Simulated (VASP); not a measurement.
**Hg2O3: single point with PBE**

Crystal: Hg2O3.

```
CELL_PARAMETERS angstrom
5.27222 0.00000 0.00000
0.00000 5.27222 0.00000
0.00000 0.00000 5.27222
ATOMIC_POSITIONS crystal
Hg 0.25000 0.25000 0.25000
Hg 0.75000 0.75000 0.25000
Hg 0.75000 0.25000 0.75000
Hg 0.25000 0.75000 0.75000
O 0.50000 0.00000 0.00000
O 0.00000 0.50000 0.00000
O 0.00000 0.00000 0.50000
O 0.50000 0.50000 0.00000
O 0.50000 0.00000 0.50000
O 0.00000 0.50000 0.50000
```

```
Program             : VASP 6.6.1
Task                : single point
Functional          : PBE
Potentials or basis : VASP PAW PBE potentials, release 64 (Hg, O)
Cutoff              : 520 eV
k mesh              : 11 × 11 × 11
Occupations         : fermi-dirac, width 0.0612256 eV
Spin                : no spin polarisation
```

* Pressure: 6.0 GPa
* Band gap on the k mesh: zero (bands 42 and 43 overlap by 0.24 eV)

Levels at points of the mesh, in eV from the Fermi level:
| k point | band 39 | band 40 | band 41 | band 42 | band 43 | band 44 | band 45 | band 46 |
| --- | --- | --- | --- | --- | --- | --- | --- | --- |
| (0.00, 0.00, 0.00) | -0.18 | 0.11 | 0.11 | 0.11 | 0.32 | 0.32 | 0.32 | 2.62 |

It took 4.9 min on 1 thread of Intel(R) Xeon(R) Platinum 8488C (Sapphire Rapids), on a shared host, peak memory 0.45 GiB.

Caveat: the cell stands under pressure; semilocal functionals underestimate gaps, and a narrow one can read as zero; spin-orbit coupling is left out, which moves the levels of the heavy elements.
